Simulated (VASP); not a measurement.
A run of VASP 6.6.1 is set up as follows.

INCAR

```
SYSTEM = NaSr2Sn3
ALGO = Normal
EDIFF = 1E-6
EDIFFG = -0.04
ENCUT = 600
GGA = PE
IBRION = 2
ISIF = 3
ISMEAR = 0
LASPH = .TRUE.
LCHARG = .FALSE.
LREAL = .FALSE.
LWAVE = .FALSE.
NELM = 100
NSW = 90
PREC = Accurate
SIGMA = 0.1
```

File KPOINTS:

```
k-points
0
G
  3 3 4
  0 0 0
```

File POSCAR:

```
NaSr2Sn3
1.0
    6.8136740600      0.0000000000      0.0000000000
   -3.4068370300      5.9008148300      0.0000000000
    0.0000000000      0.0000000000      3.8303094900
Na Sr Sn
1 2 3
Direct
    0.0000000000      0.0000000000      0.0000000000
    0.3333333300      0.6666666700      0.0000000000
    0.6666666700      0.3333333300      0.0000000000
    0.5000000000      0.0000000000      0.5000000000
    0.5000000000      0.5000000000      0.5000000000
    0.0000000000      0.5000000000      0.5000000000
```

Potentials or basis: VASP PAW PBE potentials, release 64 (Na_pv, Sr_sv, Sn_d).

Run with:

```sh
$ cat potpaw_PBE.64/Na_pv/POTCAR potpaw_PBE.64/Sr_sv/POTCAR potpaw_PBE.64/Sn_d/POTCAR > POTCAR
$ mpirun -np 1 vasp_std > vasp.out
```

Predict the space group after relaxing (to 0.1 Å).

P6/mmm (No. 191).

What does it give for the relaxed volume?

37.23 Å³/atom.

Stress tensor (GPa, compression positive):
```
 0.03  0.00  0.00
 0.00  0.03  0.00
 0.00  0.00 -0.08
```

Caveat: the k points lie up to 0.35 Å⁻¹ apart in the final cell, too coarse for converged energies and pressures of a metal; the volume moved by over 15 % at a fixed basis, so the end points are rough.
